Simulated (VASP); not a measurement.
# Ni2Ge (P6_3/mmc) in VASP: notebook

Ni2Ge is run at these levels: r2SCAN; tasks: single point.

All numbers are computed with VASP 6.6.1; they aren't measurements. Logs are shortened: lines on timing, memory, paths and dates and some standing lists are left out, and cuts for length are marked.

## (1) The cell of the first run

The structure is hexagonal, space group P6_3/mmc (No. 194). Conventional cell: a = 3.944 Å, b = 3.944 Å, c = 4.972 Å, α = 90.00°, β = 90.00°, γ = 120.00°. Ni (site symmetry -6m2) has 5 Ge at 2.28 to 2.49 Å and 6 Ni at 2.59 Å within 3.0 Å. Within 3.3 Å of Ni (site symmetry -3m) lie 8 Ni at 2.49 to 2.59 Å and 6 Ge at 2.59 Å. Within 3.0 Å of Ge (site symmetry -6m2) lie 11 Ni at 2.28 to 2.59 Å.

## (2) Single point, r2SCAN (11.16 Å³/atom)

File POSCAR:

```
Ni2Ge
1.0
    3.9435351344      0.0000000000      0.0000000000
   -1.9717675672      3.4152016071      0.0000000000
    0.0000000000      0.0000000000      4.9723864811
Ni Ge
4 2
Direct
    0.6666666667      0.3333333333      0.2500000000
    0.3333333333      0.6666666667      0.7500000000
    0.0000000000      0.0000000000      0.0000000000
    0.0000000000      0.0000000000      0.5000000000
    0.6666666667      0.3333333333      0.7500000000
    0.3333333333      0.6666666667      0.2500000000
```

File INCAR.step1:

```
SYSTEM = Ni2Ge
PREC     = Accurate       ! precision mode
ENCUT    = 520            ! plane-wave cutoff, eV
ISMEAR   = 0              ! smearing method
SIGMA    = 0.1            ! smearing width, eV
LREAL    = .False.        ! projectors in reciprocal space
LASPH    = .True.         ! aspherical terms in the spheres
NELM     = 100            ! most SCF steps
NBANDS   = 43             ! bands
GGA      = PE             ! functional
ALGO     = Normal         ! electronic algorithm
EDIFF    = 1E-4           ! SCF threshold, eV
LWAVE    = .True.         ! write WAVECAR
LCHARG   = .False.        ! write CHGCAR
```

File INCAR.step2:

```
SYSTEM = Ni2Ge
PREC     = Accurate       ! precision mode
ENCUT    = 520            ! plane-wave cutoff, eV
EDIFF    = 1E-6           ! SCF threshold, eV
ISMEAR   = 0              ! smearing method
SIGMA    = 0.1            ! smearing width, eV
LREAL    = .False.        ! projectors in reciprocal space
LASPH    = .True.         ! aspherical terms in the spheres
NELM     = 100            ! most SCF steps
ALGO     = Normal         ! electronic algorithm
ISIF     = 2              ! what is computed and relaxed
LWAVE    = .False.        ! write WAVECAR
LCHARG   = .True.         ! write CHGCAR
METAGGA  = R2SCAN         ! meta-GGA
LMIXTAU  = .True.       
LELF     = .True.         ! ELF
LVHAR    = .True.       
NBANDS   = 43             ! bands
ISTART   = 1
```

File KPOINTS:

```
regular mesh
0
Gamma
  12 12 8
  0 0 0
```

Potentials or basis: VASP PAW PBE potentials, release 64 (Ni, Ge_d).

Command:

```bash
$ cat potpaw_PBE.64/Ni/POTCAR potpaw_PBE.64/Ge_d/POTCAR > POTCAR
$ cp INCAR.step1 INCAR
$ mpirun -np 1 vasp_std > vasp.out
$ cp INCAR.step2 INCAR
$ mpirun -np 1 vasp_std > vasp.out
```

OUTCAR:

```text
SYSTEM = Ni2Ge
   PREC = Accurate
   ENCUT = 520
   EDIFF = 1E-6
   ISMEAR = 0
   LREAL = .False.
   LASPH = .True.
   NELM = 100
   ISIF = 2
   METAGGA = R2SCAN
   ISTART = 1

 ion  position               nearest neighbor table
   1  0.667  0.333  0.250-   6 2.28   6 2.28   6 2.28   5 2.49   5 2.49   3 2.59   4 2.59   3 2.59
                             4 2.59   3 2.59   4 2.59
   2  0.333  0.667  0.750-   5 2.28   5 2.28   5 2.28   6 2.49   6 2.49   3 2.59   4 2.59   4 2.59
                             3 2.59   4 2.59   3 2.59
   3  0.000  0.000  0.000-   4 2.49   4 2.49   1 2.59   5 2.59   6 2.59   2 2.59   2 2.59   6 2.59
                             1 2.59   5 2.59   1 2.59   5 2.59   2 2.59   6 2.59
   4  0.000  0.000  0.500-   3 2.49   3 2.49   1 2.59   5 2.59   6 2.59   2 2.59   2 2.59   6 2.59
                             1 2.59   5 2.59   1 2.59   5 2.59   2 2.59   6 2.59
   5  0.667  0.333  0.750-   2 2.28   2 2.28   2 2.28   1 2.49   1 2.49   3 2.59   4 2.59   3 2.59
                             4 2.59   3 2.59   4 2.59
   6  0.333  0.667  0.250-   1 2.28   1 2.28   1 2.28   2 2.49   2 2.49   3 2.59   4 2.59   4 2.59
                             3 2.59   4 2.59   3 2.59

  LATTYP: Found a hexagonal cell.
 ALAT       =     3.9435351344
 C/A-ratio  =     1.2608956968

  Lattice vectors:

 A1 = (   3.9435351344,   0.0000000000,   0.0000000000)
 A2 = (  -1.9717675672,   3.4152016071,   0.0000000000)
 A3 = (   0.0000000000,   0.0000000000,   4.9723864811)

Analysis of symmetry for initial positions (statically):
=====================================================================
 Subroutine PRICEL returns:
 Original cell was already a primitive cell.

 Routine SETGRP: Setting up the symmetry group for a
 hexagonal supercell.

 Subroutine GETGRP returns: Found 24 space group operations
 (whereof 12 operations were pure point group operations)
 out of a pool of 24 trial point group operations.

The static configuration has the point symmetry D_3d.
 The point group associated with its full space group is D_6h.

Analysis of symmetry for dynamics (positions and initial velocities):
=====================================================================
 Subroutine PRICEL returns:
 Original cell was already a primitive cell.

 Routine SETGRP: Setting up the symmetry group for a
 hexagonal supercell.

 Subroutine GETGRP returns: Found 24 space group operations
 (whereof 12 operations were pure point group operations)
 out of a pool of 24 trial point group operations.

The dynamic configuration has the point symmetry D_3d.
 The point group associated with its full space group is D_6h.

 Subroutine INISYM returns: Found 24 space group operations
 (whereof 12 operations are pure point group operations),
 and found     1 'primitive' translations

----------------------------------------------------------------------------------------

                                     Primitive cell

  volume of cell :      66.9679

  direct lattice vectors                    reciprocal lattice vectors
     3.943535134  0.000000000  0.000000000     0.253579584  0.146404241  0.000000000
    -1.971767567  3.415201607  0.000000000     0.000000000  0.292808482  0.000000000
     0.000000000  0.000000000  4.972386481     0.000000000  0.000000000  0.201110675

  length of vectors
     3.943535134  3.943535134  4.972386481     0.292808482  0.292808482  0.201110675

  position of ions in fractional coordinates (direct lattice)
     0.666666667  0.333333333  0.250000000
     0.333333333  0.666666667  0.750000000
     0.000000000  0.000000000  0.000000000
     0.000000000  0.000000000  0.500000000
     0.666666667  0.333333333  0.750000000
     0.333333333  0.666666667  0.250000000

  ion indices of the primitive-cell ions
   primitive index   ion index
                 1           1
                 2           2
                 3           3
                 4           4
                 5           5
                 6           6

----------------------------------------------------------------------------------------

 KPOINTS: regular mesh

Automatic generation of k-mesh.
 Grid dimensions read from file:
 generate k-points for:   12   12    8

 Generating k-lattice:

  Cartesian coordinates                     Fractional coordinates (reciprocal lattice)
     0.021131632  0.012200353  0.000000000     0.083333333  0.000000000  0.000000000
     0.000000000  0.024400707  0.000000000     0.000000000  0.083333333  0.000000000
     0.000000000  0.000000000  0.025138834     0.000000000  0.000000000  0.125000000

  Length of vectors
     0.024400707  0.024400707  0.025138834

  Shift w.r.t. Gamma in fractional coordinates (k-lattice)
     0.000000000  0.000000000  0.000000000

 Subroutine IBZKPT returns following result:
 ===========================================

 Found     95 irreducible k-points:

 Following reciprocal coordinates:
            Coordinates               Weight
  0.000000  0.000000  0.000000      1.000000
  0.083333 -0.000000  0.000000      6.000000
  0.166667 -0.000000  0.000000      6.000000
  0.250000 -0.000000  0.000000      6.000000
  0.333333 -0.000000  0.000000      6.000000
  0.416667 -0.000000  0.000000      6.000000
[... 16 lines left out ...]
  0.250000 -0.000000  0.125000     12.000000
  0.333333 -0.000000  0.125000     12.000000
 [... further k-points ...]
   k-points           NKPTS =     95   k-points in BZ     NKDIM =     95   number of bands    NBANDS=     43
   number of dos      NEDOS =    301   number of ions     NIONS =      6
   total plane-waves  NPLWV =  36000
   dimension x,y,z NGX =    30 NGY =   30 NGZ =   40
   dimension x,y,z NGXF=    60 NGYF=   60 NGZF=   80
   ions per type =               4   2
   NGX,Y,Z   is equivalent  to a cutoff of  12.65, 12.65, 13.37 a.u.
   NGXF,Y,Z  is equivalent  to a cutoff of  25.29, 25.29, 26.75 a.u.
 SYSTEM =  Ni2Ge
   PREC   = accura    normal or accurate (medium, high low for compatibility)
   ISTART =      1    job   : 0-new  1-cont  2-samecut
   ICHARG =      0    charge: 1-file 2-atom 10-const
   ISPIN  =      1    spin polarized calculation?
   LNONCOLLINEAR =      F non collinear calculations
   LSORBIT =      F    spin-orbit coupling
   LASPH  =      T    aspherical Exc in radial PAW
   ENCUT  =  520.0 eV  38.22 Ry    6.18 a.u.   7.33  7.33  9.25*2*pi/ulx,y,z
   NELM   =    100;   NELMIN=  2; NELMDL=  0     # of ELM steps
   EDIFF  = 0.1E-05   stopping-criterion for ELM
   LREAL  =      F    real-space projection
   EDIFFG = 0.1E-04   stopping-criterion for IOM
   NSW    =      0    number of steps for IOM
   IBRION =     -1    ionic relax: 0-MD 1-quasi-New 2-CG
   NFREE  =      0    steps in history (QN), initial steepest desc. (CG)
   ISIF   =      2    stress and relaxation
   ISYM   =      2    0-nonsym 1-usesym 2-fastsym
   POTIM  = 0.5000    time-step for ionic-motion
   TEBEG  =    0.0;   TEEND  =   0.0 temperature during run
   PSTRESS=    0.0 pullay stress
   NELECT =      68.0000    total number of electrons
   NUPDOWN=      -1.0000    fix difference up-down
   EMIN   =  10.00;   EMAX   =-10.00  energy-range for DOS
   EFERMI =   0.00;   METHOD = LEGACY
   ISMEAR =     0;   SIGMA  =   0.10  broadening in eV -4-tet -1-fermi 0-gaus
   EFERMI_NEDOS =   21; number of points for ismear=-14 and -15
   IALGO  =     38    algorithm
   IMIX   =      4    mixing-type and parameters
     AMIX     =   0.40;   BMIX     =  1.00
     AMIX_MAG =   1.60;   BMIX_MAG =  1.00
  volume/ion in A,a.u.               =      11.16        75.32
  Fermi-wavevector in a.u.,A,eV,Ry     =   1.645466  3.109479 36.838553  2.707557
  Thomas-Fermi vector in A             =   2.735258
   LORBIT       =      0    0 simple, 1 ext, 2 COOP (PROOUT), +10 PAW based schemes
   METAGGA = R2SCAN    functional components
   LHFCALC =     F    Hartree Fock is set to
   AEXX    =    0.0000 exact exchange contribution
   IVDW    =     0    specifies the selected vdW correction
   LEPSILON=     F    determine dielectric tensor
   LRPA    =     F    only Hartree local field effects (RPA)
 non-spin polarized calculation
 Gauss-broadening in eV      SIGMA  =   0.10
  energy-cutoff  :      520.00
  volume of cell :       66.97
 maximum number of plane-waves:      1842
 NGX is ok and might be reduce to    30
   NGX = 15   NGY = 15   NGZ = 19

 number of electron      68.0000034 magnetization

 Free energy of the ion-electron system (eV)
  ---------------------------------------------------
  ext. energy  EPLUGINS =         0.00000000
  ---------------------------------------------------
  free energy    TOTEN  =       -76.98606773 eV

  energy without entropy =      -76.96846749  energy(sigma->0) =      -76.97726761

 E-fermi :  10.6344     XC(G=0): -14.7767

 val. band max:       10.6088550867   @ k =   0.1667   0.0833   0.1250
 cond. band min:      10.6346034910   @ k =   0.1667   0.1667   0.3750
 fundamental gap:      0.0257484043
 Fermi energy:        10.6343577735

 k-point     1 :       0.0000    0.0000    0.0000
  band No.  band energies     occupation
      1     -15.0117      2.00000
      2     -15.0008      2.00000
      3     -14.9792      2.00000
      4     -14.9792      2.00000
      5     -14.9428      2.00000
      6     -14.9428      2.00000
[... 35 lines left out ...]
     42      15.7318      0.00000
     43      19.8864      0.00000

 k-point     2 :       0.0833   -0.0000    0.0000
  band No.  band energies     occupation
      1     -15.0112      2.00000
      2     -15.0005      2.00000
      3     -14.9796      2.00000
      4     -14.9788      2.00000
      5     -14.9440      2.00000
      6     -14.9434      2.00000
[... 35 lines left out ...]
     42      16.4334      0.00000
     43      19.2523      0.00000

 k-point     3 :       0.1667   -0.0000    0.0000
  band No.  band energies     occupation
      1     -15.0101      2.00000
      2     -14.9999      2.00000
      3     -14.9806      2.00000
      4     -14.9778      2.00000
      5     -14.9460      2.00000
      6     -14.9435      2.00000
[... 919 lines left out ...]
      6     -14.9474      2.00000
[... 35 lines left out ...]
     42      18.0013      0.00000
     43      19.1948      0.00000

 k-point    24 :       0.3333   -0.0000    0.1250
  band No.  band energies     occupation
      1     -15.0058      2.00000
      2     -14.9987      2.00000
      3     -14.9818      2.00000
      4     -14.9750      2.00000
      5     -14.9504      2.00000
      6     -14.9488      2.00000
[... 35 lines left out ...]
     42      18.6266      0.00000
     43      19.9062      0.00000

 [... further k-points ...]
[... 5 lines left out ...]
  --------------------------------------------------------------------------------------
  -------------------------------------------------------------------------------------
  Total        2.8057276      2.8057276      2.7578877     -0.0000000     -0.0000000     -0.0000000
  in kB       67.1257487     67.1257487     65.9812025     -0.0000000     -0.0000000     -0.0000000
  external PRESSURE =      66.7442333 kB  Pullay stress =       0.0000000 kB

 VOLUME and BASIS-vectors are now :
 -----------------------------------------------------------------------------
  energy-cutoff  :      520.00
  volume of cell :       66.97
      direct lattice vectors                 reciprocal lattice vectors
     3.943535134  0.000000000  0.000000000     0.253579584  0.146404241  0.000000000
    -1.971767567  3.415201607  0.000000000     0.000000000  0.292808482  0.000000000
     0.000000000  0.000000000  4.972386481     0.000000000  0.000000000  0.201110675

 POSITION                                       TOTAL-FORCE (eV/Angst)
 -----------------------------------------------------------------------------------
      1.97177      1.13840      1.24310        -0.000000      0.000000     -0.000000
     -0.00000      2.27680      3.72929         0.000000      0.000000     -0.000000
      0.00000      0.00000      0.00000         0.000000      0.000000      0.000000
      0.00000      0.00000      2.48619         0.000000      0.000000      0.000000
      1.97177      1.13840      3.72929        -0.000000     -0.000000      0.000000
     -0.00000      2.27680      1.24310         0.000000      0.000000      0.000000
 -----------------------------------------------------------------------------------
    total drift:                               -0.000000     -0.000000      0.000000

  FREE ENERGIE OF THE ION-ELECTRON SYSTEM (eV)
  ---------------------------------------------------
  free  energy   TOTEN  =       -76.9860677323 eV

  energy  without entropy=      -76.9684674883  energy(sigma->0) =      -76.97726761
```

Run time: 31 min. Hardware: 1 thread of Oxide Virtual Turin-like, shared host; peak memory 0.31 GiB.

What came out:

```
Free energy            : -76.9861 eV
Pressure               : 6.7 GPa
Band gap on the k mesh : zero (bands 34 and 35 overlap by 3.21 eV)
```

Caveat: the cell stands under pressure; the PAW data sets were made with another functional, which shifts forces and pressure a little. Spin polarisation is off, so any magnetic state and its effect on volume and gap are missing.

(Part 1 of 2 ends here.)
